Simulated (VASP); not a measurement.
# Au (Pm-3m) in VASP: further runs

The runs below take Au through relaxation of cell and atoms, single point, with RPBE.

Program: VASP 6.6.1. These are calculated values, not measurements. Logs are shortened: lines on timing, memory, paths and dates and some standing lists are left out, and cuts for length are marked.

### Step 1. The cell of the first run

The structure is cubic, space group Pm-3m (No. 221). Conventional cell: a = 2.636 Å, b = 2.636 Å, c = 2.636 Å, α = 90.00°, β = 90.00°, γ = 90.00°. Au (site symmetry m-3m) has 6 Au at 2.64 Å within 3.5 Å.

### Step 2. Relaxation of cell and atoms, RPBE

INCAR reads:

```
ALGO     = Normal         # electronic algorithm
EDIFF    = 1E-6           # SCF threshold, eV
EDIFFG   = -0.01          # ionic threshold
ENCUT    = 600            # plane-wave cutoff, eV
GGA      = RP             # functional
IBRION   = 2              # ionic algorithm
ISIF     = 3              # what is computed and relaxed
ISMEAR   = -1             # smearing method
LASPH    = T              # aspherical terms in the spheres
LCHARG   = F              # write CHGCAR
LREAL    = F              # projectors in reciprocal space
LWAVE    = F              # write WAVECAR
NELM     = 60             # most SCF steps
NSW      = 80             # ionic steps
PREC     = Accurate       # precision mode
SIGMA    = 0.1            # smearing width, eV
```

KPOINTS reads:

```
k-points
0
Gamma
  12 12 12
```

POSCAR reads:

```
Au
1.0
    2.6358905191      0.0000000000      0.0000000000
    0.0000000000      2.6358905191      0.0000000000
    0.0000000000      0.0000000000      2.6358905191
Au
1
Direct
    0.0000000000      0.0000000000      0.0000000000
```

Potentials or basis: VASP PAW PBE potentials, release 64 (Au).

Command:

```console
> cat potpaw_PBE.64/Au/POTCAR > POTCAR
> mpirun -np 1 vasp_std > vasp.out
```

OUTCAR:

```text
EDIFF = 1E-6
   EDIFFG = -0.01
   ENCUT = 600
   GGA = RP
   IBRION = 2
   ISIF = 3
   ISMEAR = -1
   LASPH = T
   LREAL = F
   NELM = 60
   NSW = 80
   PREC = Accurate

 ion  position               nearest neighbor table
   1  0.000  0.000  0.000-

  LATTYP: Found a simple cubic cell.
 ALAT       =     2.6358905191

  Lattice vectors:

 A1 = (   2.6358905191,   0.0000000000,   0.0000000000)
 A2 = (   0.0000000000,   2.6358905191,   0.0000000000)
 A3 = (   0.0000000000,   0.0000000000,   2.6358905191)

Analysis of symmetry for initial positions (statically):
=====================================================================
 Subroutine PRICEL returns:
 Original cell was already a primitive cell.

 Routine SETGRP: Setting up the symmetry group for a
 simple cubic supercell.

 Subroutine GETGRP returns: Found 48 space group operations
 (whereof 48 operations were pure point group operations)
 out of a pool of 48 trial point group operations.

The static configuration has the point symmetry O_h .

Analysis of symmetry for dynamics (positions and initial velocities):
=====================================================================
 Subroutine PRICEL returns:
 Original cell was already a primitive cell.

 Routine SETGRP: Setting up the symmetry group for a
 simple cubic supercell.

 Subroutine GETGRP returns: Found 48 space group operations
 (whereof 48 operations were pure point group operations)
 out of a pool of 48 trial point group operations.

The dynamic configuration has the point symmetry O_h .

 Subroutine INISYM returns: Found 48 space group operations
 (whereof 48 operations are pure point group operations),
 and found     1 'primitive' translations

----------------------------------------------------------------------------------------

                                     Primitive cell

  volume of cell :      18.3140

  direct lattice vectors                    reciprocal lattice vectors
     2.635890519  0.000000000  0.000000000     0.379378427  0.000000000  0.000000000
     0.000000000  2.635890519  0.000000000     0.000000000  0.379378427  0.000000000
     0.000000000  0.000000000  2.635890519     0.000000000  0.000000000  0.379378427

  length of vectors
     2.635890519  2.635890519  2.635890519     0.379378427  0.379378427  0.379378427

  position of ions in fractional coordinates (direct lattice)
     0.000000000  0.000000000  0.000000000

  ion indices of the primitive-cell ions
   primitive index   ion index
                 1           1

----------------------------------------------------------------------------------------

 KPOINTS: k-points

Automatic generation of k-mesh.
 Grid dimensions read from file:
 generate k-points for:   12   12   12

 Generating k-lattice:

  Cartesian coordinates                     Fractional coordinates (reciprocal lattice)
     0.031614869  0.000000000  0.000000000     0.083333333  0.000000000  0.000000000
     0.000000000  0.031614869  0.000000000     0.000000000  0.083333333  0.000000000
     0.000000000  0.000000000  0.031614869     0.000000000  0.000000000  0.083333333

  Length of vectors
     0.031614869  0.031614869  0.031614869

  Shift w.r.t. Gamma in fractional coordinates (k-lattice)
     0.000000000  0.000000000  0.000000000

 Subroutine IBZKPT returns following result:
 ===========================================

 Found     84 irreducible k-points:

 Following reciprocal coordinates:
            Coordinates               Weight
  0.000000  0.000000  0.000000      1.000000
  0.083333  0.000000  0.000000      6.000000
  0.166667  0.000000  0.000000      6.000000
  0.250000  0.000000  0.000000      6.000000
  0.333333  0.000000  0.000000      6.000000
  0.416667  0.000000  0.000000      6.000000
[... 16 lines left out ...]
  0.333333  0.333333  0.000000     12.000000
  0.416667  0.333333  0.000000     24.000000
 [... further k-points ...]
   k-points           NKPTS =     84   k-points in BZ     NKDIM =     84   number of bands    NBANDS=      9
   number of dos      NEDOS =    301   number of ions     NIONS =      1
   total plane-waves  NPLWV =  13824
   dimension x,y,z NGX =    24 NGY =   24 NGZ =   24
   dimension x,y,z NGXF=    48 NGYF=   48 NGZF=   48
   ions per type =               1
   NGX,Y,Z   is equivalent  to a cutoff of  15.14, 15.14, 15.14 a.u.
   NGXF,Y,Z  is equivalent  to a cutoff of  30.27, 30.27, 30.27 a.u.
 SYSTEM =  unknown system
   PREC   = accura    normal or accurate (medium, high low for compatibility)
   ISTART =      0    job   : 0-new  1-cont  2-samecut
   ICHARG =      2    charge: 1-file 2-atom 10-const
   ISPIN  =      1    spin polarized calculation?
   LNONCOLLINEAR =      F non collinear calculations
   LSORBIT =      F    spin-orbit coupling
   LASPH  =      T    aspherical Exc in radial PAW
   ENCUT  =  600.0 eV  44.10 Ry    6.64 a.u.   5.26  5.26  5.26*2*pi/ulx,y,z
   NELM   =     60;   NELMIN=  2; NELMDL= -5     # of ELM steps
   EDIFF  = 0.1E-05   stopping-criterion for ELM
   LREAL  =      F    real-space projection
   EDIFFG = -.1E-01   stopping-criterion for IOM
   NSW    =     80    number of steps for IOM
   IBRION =      2    ionic relax: 0-MD 1-quasi-New 2-CG
   NFREE  =      1    steps in history (QN), initial steepest desc. (CG)
   ISIF   =      3    stress and relaxation
   ISYM   =      2    0-nonsym 1-usesym 2-fastsym
   POTIM  = 0.5000    time-step for ionic-motion
   TEBEG  =    0.0;   TEEND  =   0.0 temperature during run
   PSTRESS=    0.0 pullay stress
   NELECT =      11.0000    total number of electrons
   NUPDOWN=      -1.0000    fix difference up-down
   EMIN   =  10.00;   EMAX   =-10.00  energy-range for DOS
   EFERMI =   0.00;   METHOD = LEGACY
   ISMEAR =    -1;   SIGMA  =   0.10  broadening in eV -4-tet -1-fermi 0-gaus
   EFERMI_NEDOS =   21; number of points for ismear=-14 and -15
   IALGO  =     38    algorithm
   IMIX   =      4    mixing-type and parameters
     AMIX     =   0.40;   BMIX     =  1.00
     AMIX_MAG =   1.60;   BMIX_MAG =  1.00
  volume/ion in A,a.u.               =      18.31       123.59
  Fermi-wavevector in a.u.,A,eV,Ry     =   1.381269  2.610220 25.958622  1.907905
  Thomas-Fermi vector in A             =   2.506069
   LORBIT       =      0    0 simple, 1 ext, 2 COOP (PROOUT), +10 PAW based schemes
   GGA     = RP    functional components
   LHFCALC =     F    Hartree Fock is set to
   AEXX    =    0.0000 exact exchange contribution
   IVDW    =     0    specifies the selected vdW correction
   LEPSILON=     F    determine dielectric tensor
   LRPA    =     F    only Hartree local field effects (RPA)
 conjugate gradient relaxation of ions
 non-spin polarized calculation
  energy-cutoff  :      600.00
  volume of cell :       18.31
 maximum number of plane-waves:       627
 NGX is ok and might be reduce to    24
   NGX = 11   NGY = 11   NGZ = 11

--------------------------------------- Ionic step        1  -------------------------------------------

 number of electron      11.0000001 magnetization

 Free energy of the ion-electron system (eV)
  ---------------------------------------------------
  ext. energy  EPLUGINS =         0.00000000
  ---------------------------------------------------
  free energy    TOTEN  =        -2.29052260 eV

  energy without entropy =       -2.27847952  energy(sigma->0) =       -2.28450106

------------------------ aborting loop because EDIFF is reached ----------------------------------------

  FORCE on cell =-STRESS in cart. coord.  units (eV):
  Direction    XX          YY          ZZ          XY          YZ          ZX
  --------------------------------------------------------------------------------------
  -------------------------------------------------------------------------------------
  Total        2.5285981      2.5285981      2.5285981      0.0000000     -0.0000000      0.0000000
  in kB      221.2117982    221.2117982    221.2117982      0.0000000     -0.0000000      0.0000000
  external PRESSURE =     221.2117982 kB  Pullay stress =       0.0000000 kB
[... 20 lines left out ...]
  energy  without entropy=       -2.2784795246  energy(sigma->0) =       -2.28450106

--------------------------------------- Ionic step        2  -------------------------------------------

 number of electron      10.9999997 magnetization

 E-fermi :   3.9277     XC(G=0): -10.0563

 val. band max:        3.9128590436   @ k =   0.4167   0.1667   0.1667
 cond. band min:       4.0140061357   @ k =   0.4167   0.2500   0.0833
 fundamental gap:      0.1011470920
 Fermi energy:         3.9277355788

 k-point     1 :       0.0000    0.0000    0.0000
  band No.  band energies     occupation
      1      -2.2010      2.00000
      2      -0.4699      2.00000
      3      -0.4699      2.00000
      4       2.3756      2.00000
      5       2.3756      2.00000
      6       2.3756      2.00000
      7      16.5188      0.00000
      8      16.5188      0.00000
      9      16.5188      0.00000
[... 339 lines left out ...]
  FREE ENERGIE OF THE ION-ELECTRON SYSTEM (eV)
  ---------------------------------------------------
  free  energy   TOTEN  =        -2.4715811327 eV

  energy  without entropy=       -2.4614405417  energy(sigma->0) =       -2.46651084

[... ionic steps 4 to 16 ...]

--------------------------------------- Ionic step       17  -------------------------------------------

 number of electron      10.9999999 magnetization

------------------------ aborting loop because EDIFF is reached ----------------------------------------

  FORCE on cell =-STRESS in cart. coord.  units (eV):
  Direction    XX          YY          ZZ          XY          YZ          ZX
  --------------------------------------------------------------------------------------
  -------------------------------------------------------------------------------------
  Total        0.0150621      0.0150621      0.0150621     -0.0000000     -0.0000000      0.0000000
  in kB        1.1273320      1.1273320      1.1273320     -0.0000000     -0.0000000      0.0000000
  external PRESSURE =       1.1273320 kB  Pullay stress =       0.0000000 kB
[... 55 lines left out ...]
  energy  without entropy=       -2.4615688395  energy(sigma->0) =       -2.46665568

--------------------------------------- Ionic step       19  -------------------------------------------

 number of electron      10.9999999 magnetization

 Free energy of the ion-electron system (eV)
  ---------------------------------------------------
  ext. energy  EPLUGINS =         0.00000000
  ---------------------------------------------------
  free energy    TOTEN  =        -2.47174653 eV

  energy without entropy =       -2.46157558  energy(sigma->0) =       -2.46666106

 E-fermi :   6.0260     XC(G=0): -11.1231

 val. band max:        5.9720130162   @ k =   0.4167   0.2500   0.0000
 cond. band min:       6.0651721631   @ k =   0.4167   0.1667   0.1667
 fundamental gap:      0.0931591469
 Fermi energy:         6.0260348334

 k-point     1 :       0.0000    0.0000    0.0000
  band No.  band energies     occupation
      1      -1.4611      2.00000
      2       0.5914      2.00000
      3       0.5914      2.00000
      4       4.5168      2.00000
      5       4.5168      2.00000
      6       4.5168      2.00000
      7      19.6918      0.00000
      8      19.6918      0.00000
      9      19.6918      0.00000
[... 304 lines left out ...]
  FREE ENERGIE OF THE ION-ELECTRON SYSTEM (eV)
  ---------------------------------------------------
  free  energy   TOTEN  =        -2.4717465302 eV

  energy  without entropy=       -2.4615755841  energy(sigma->0) =       -2.46666106

 reached required accuracy - stopping structural energy minimisation
```

It took 38 s on 1 thread of Intel Xeon Platinum 8488C (Sapphire Rapids), shared host; peak memory 0.16 GiB.

Results:

```
Free energy                            : -2.4717 eV
Relaxed volume                         : 21.43 Å³/atom
Relaxed cell                           : a = 2.777 Å, b = 2.777 Å, c = 2.777 Å, α = 90.00°, β = 90.00°, γ = 90.00°
Space group after relaxing (to 0.05 Å) : Pm-3m (No. 221)
Energy gained by relaxing              : 181.2 meV/atom
Ionic steps                            : 19
Pressure after relaxing                : 0.0 GPa
```

The path:
```
step  energy change (eV)  largest force (eV/Å)  pressure (GPa)  volume (Å³)
   1              0.0000                0.0000           22.12        18.31
   2             -0.0154                0.0000           -9.56        25.87
   3             -0.1811                0.0000           -0.46        21.55
   4             -0.1812                0.0000           -0.14        21.46
   5             -0.1812                0.0000            0.14        21.40
   6             -0.1812                0.0000            0.15        21.40
   7             -0.1812                0.0000            0.16        21.40
   8             -0.1812                0.0000            0.14        21.40
   9             -0.1812                0.0000            0.14        21.40
  10             -0.1812                0.0000            0.14        21.40
  11             -0.1812                0.0000            0.14        21.40
  12             -0.1812                0.0000            0.14        21.40
  13             -0.1812                0.0000            0.14        21.40
  14             -0.1812                0.0000            0.14        21.40
  15             -0.1812                0.0000            0.15        21.40
  16             -0.1812                0.0000            0.15        21.40
  17             -0.1812                0.0000            0.11        21.41
  18             -0.1812                0.0000            0.09        21.41
  19             -0.1812                0.0000            0.04        21.43
```

Final structure:
```cif
data_structure
_symmetry_space_group_name_H-M 'P 1'
_symmetry_Int_Tables_number 1
_cell_length_a 2.7775
_cell_length_b 2.7775
_cell_length_c 2.7775
_cell_angle_alpha 90.000
_cell_angle_beta 90.000
_cell_angle_gamma 90.000
_cell_volume 21.43
loop_
_atom_site_label
_atom_site_type_symbol
_atom_site_fract_x
_atom_site_fract_y
_atom_site_fract_z
_atom_site_occupancy
Au1 Au 0.00000 0.00000 0.00000 1
```

Caveat: the volume moved by over 15 % at a fixed basis, so the end points are rough; the PAW data sets were made with another functional, which shifts forces and pressure a little; spin-orbit coupling is left out, which moves the levels of the heavy elements.

### Step 3. Single point, RPBE

This run uses another cell than the first one, of 21.46 Å³/atom, 1.172 times its volume.

INCAR reads:

```
SYSTEM = Au
PREC     = Accurate       ! precision mode
ENCUT    = 520            ! plane-wave cutoff, eV
EDIFF    = 1E-6           ! SCF threshold, eV
ISMEAR   = -1             ! smearing method
SIGMA    = 0.1            ! smearing width, eV
LREAL    = .False.        ! projectors in reciprocal space
LASPH    = .True.         ! aspherical terms in the spheres
NELM     = 80             ! most SCF steps
ALGO     = Normal         ! electronic algorithm
ISIF     = 2              ! what is computed and relaxed
LWAVE    = .False.        ! write WAVECAR
LCHARG   = .False.        ! write CHGCAR
GGA      = RP             ! functional
NBANDS   = 12             ! bands
```

KPOINTS reads:

```
Automatic mesh
0
Gamma
  18 18 18
  0 0 0
```

POSCAR reads:

```
Au
1.0
    2.7790753360      0.0000000000      0.0000000000
    0.0000000000      2.7790753360      0.0000000000
    0.0000000000      0.0000000000      2.7790753360
Au
1
Direct
    0.0000000000      0.0000000000      0.0000000000
```

Potentials or basis: VASP PAW PBE potentials, release 64 (Au).

Command:

```console
> cat potpaw_PBE.64/Au/POTCAR > POTCAR
> mpirun -np 1 vasp_std > vasp.out
```

Wall time 17 s (1 thread of Intel Xeon Platinum 8488C (Sapphire Rapids), shared host); peak memory 0.18 GiB.

Results (log left out):

* Free energy: -2.4741 eV
* Pressure: -0.1 GPa

Levels at points of the mesh, in eV from the Fermi level:
| k point | band 2 | band 3 | band 4 | band 5 | band 6 | band 7 | band 8 | band 9 |
| --- | --- | --- | --- | --- | --- | --- | --- | --- |
| (0.00, 0.00, 0.00) | -5.39 | -5.39 | -1.48 | -1.48 | -1.48 | 13.69 | 13.69 | 13.69 |
| (0.50, 0.00, 0.00) | -5.02 | -2.80 | -2.80 | -1.35 | -0.23 | 1.90 | 16.28 | 18.26 |
| (0.50, 0.50, 0.00) | -4.70 | -2.57 | -2.57 | -0.39 | 3.89 | 3.89 | 6.09 | 11.29 |
| (0.50, 0.50, 0.50) | -4.69 | -4.69 | -0.31 | -0.31 | 8.29 | 8.29 | 8.29 | 10.27 |

Caveat: the PAW data sets were made with another functional, which shifts forces and pressure a little; spin-orbit coupling is left out, which moves the levels of the heavy elements.
